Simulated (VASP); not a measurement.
Write the native input for VASP 6.6.1 that does the following.

* Task: electric field gradients
* Functional: LDA
* Potentials or basis: VASP PAW LDA potentials, release 64 (Pt, Pb_d)
* Cutoff: 520 eV
* k mesh: 9 × 9 × 9
* Occupations: fermi-dirac, width 0.03 eV
* Spin: no spin polarisation
* Dipole correction: no
* Further INCAR settings: ALGO = Normal; EDIFF = 1e-08; NBANDS = 30

The structure of Pt3Pb lies in POSCAR:

```
Pt3Pb
1.0
    4.1375888334      0.0000000000      0.0000000000
    0.0000000000      4.1375888334      0.0000000000
    0.0000000000      0.0000000000      4.1375888334
Pt Pb
3 1
Direct
    0.0000000000      0.5000000000      0.5000000000
    0.5000000000      0.0000000000      0.5000000000
    0.5000000000      0.5000000000      0.0000000000
    0.0000000000      0.0000000000      0.0000000000
```

This cell differs from its parent crystal: volume scaled by 1.06.

These files were run (other wordings do the same):

INCAR

```
ALGO = Normal ; EDIFF = 1E-8
ENCUT = 520 ; ISIF = 2
ISMEAR = -1 ; LASPH = T
LCHARG = F ; LEFG = T
LREAL = F ; LWAVE = F
NBANDS = 30 ; NELM = 80
PREC = Accurate ; SIGMA = 0.03
```

KPOINTS

```
k-points
0
Gamma
  9 9 9
```

Potentials or basis: VASP PAW LDA potentials, release 64 (Pt, Pb_d).

The run is started by

```bash
$ cat potpaw_LDA.64/Pt/POTCAR potpaw_LDA.64/Pb_d/POTCAR > POTCAR
$ mpirun -np 1 vasp_std > vasp.out
```

It gave:

The pressure is -12.5 GPa and the band gap on the k mesh is zero (band 22 reaches 10.22 eV, above the bottom of band 23 at 9.90 eV).

Caveat: without QUAD_EFG the Cq values of the log hold for a quadrupole moment of 1 mb, not for the nuclei; spin-orbit coupling is left out, which moves the levels of the heavy elements.

Run time: 68 s on 1 thread of Intel(R) Xeon(R) Platinum 8375C CPU @ 2.90GHz (Ice Lake), on a shared host, peak memory 0.19 GiB.
